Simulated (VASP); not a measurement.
Here is a VASP 6.6.1 calculation.

The input POSCAR:

```
PtSe2
1.0
    3.7181106376      0.0000000000      0.0000000000
   -1.8590553188      3.2199782663      0.0000000000
    0.0000000000      0.0000000000      5.9889916673
Pt Se
1 2
Direct
    0.0000000000      0.0000000000      0.0000000000
    0.3333333333      0.6666666667      0.2191389756
    0.6666666667      0.3333333333      0.7808610244
```

Contents of INCAR.step1:

```
PREC = Accurate
ENCUT = 520
ISMEAR = 0
SIGMA = 0.02
LREAL = False
LASPH = True
NELM = 100
NBANDS = 18
GGA = PE
ALGO = Normal
EDIFF = 1E-4
LWAVE = True
LCHARG = False
```

File INCAR.step2:

```
PREC = Accurate
ENCUT = 520
EDIFF = 1E-7
ISMEAR = 0
SIGMA = 0.02
LREAL = False
LASPH = True
NELM = 100
ALGO = Normal
ISIF = 2
LWAVE = False
LCHARG = False
METAGGA = R2SCAN
LMIXTAU = True
NBANDS = 18
ISTART = 1
```

KPOINTS

```
Automatic mesh
0
Gamma
  12 12 6
```

Potentials or basis: VASP PAW PBE potentials, release 64 (Pt, Se).

Command:

```sh
$ cat potpaw_PBE.64/Pt/POTCAR potpaw_PBE.64/Se/POTCAR > POTCAR
$ cp INCAR.step1 INCAR
$ mpirun -np 1 vasp_std > vasp.out
$ cp INCAR.step2 INCAR
$ mpirun -np 1 vasp_std > vasp.out
```

(1) What does it give for the largest force?

(2) Predict the band gap on the k mesh.

Results:

(1) 0.006 eV/Å.

(2) 0.71 eV (least direct gap 1.05 eV).

Caveat: the PAW data sets were made with another functional, which shifts forces and pressure a little; spin-orbit coupling is left out, which moves the levels of the heavy elements.
